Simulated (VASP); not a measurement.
**Si2Sb2Se: single point with PBE**

Si2Sb2Se:

```
Si Sb Se
1.0
     6.76377    0.00000    0.00000
    -3.38188    5.85760    0.00000
     0.00000    0.00000    3.65260
Si Sb Se
2 2 1
Direct
  0.33333 0.66667 0.00000
  0.66667 0.33333 0.00000
  0.33333 0.66667 0.50000
  0.66667 0.33333 0.50000
  0.00000 0.00000 0.00000
```

```json
{
  "Program": "VASP 6.6.1",
  "Task": "single point",
  "Functional": "PBE",
  "Potentials or basis": "VASP PAW PBE potentials, release 64 (Si, Sb, Se)",
  "Cutoff": "520 eV",
  "k mesh": "3 × 3 × 6",
  "Occupations": "gaussian, width 0.1 eV",
  "Spin": "no spin polarisation",
  "Dipole correction": "no",
  "Further INCAR settings": "ALGO = Normal; EDIFF = 1e-07; NBANDS = 20"
}
```

| Quantity | Value |
| --- | --- |
| Pressure | 55.8 GPa |
| Band gap on the k mesh | zero (band 12 reaches 5.08 eV, above the bottom of band 13 at 2.99 eV) |

Stress tensor (GPa, compression positive):
```
 -0.16   0.00   0.00
  0.00  -0.16   0.00
  0.00   0.00 167.84
```

Levels at points of the mesh, in eV from the Fermi level:
| k point | band 8 | band 9 | band 10 | band 11 | band 12 | band 13 | band 14 | band 15 | band 16 | band 17 |
| --- | --- | --- | --- | --- | --- | --- | --- | --- | --- | --- |
| (0.00, 0.00, 0.00) | -4.01 | -4.01 | -0.53 | -0.53 | 0.63 | 0.96 | 1.86 | 3.50 | 5.37 | 5.37 |
| (0.00, 0.00, 0.50) | -1.82 | -1.71 | -1.71 | -1.22 | -1.22 | -1.16 | -1.16 | 0.98 | 0.98 | 4.57 |

Wall time 39 s on 1 thread of Intel(R) Xeon(R) Platinum 8259CL CPU @ 2.50GHz (Skylake/Cascade Lake), with other jobs on the host, peak memory 0.25 GiB.

Caveat: spin-orbit coupling is left out, which moves the levels of the heavy elements.
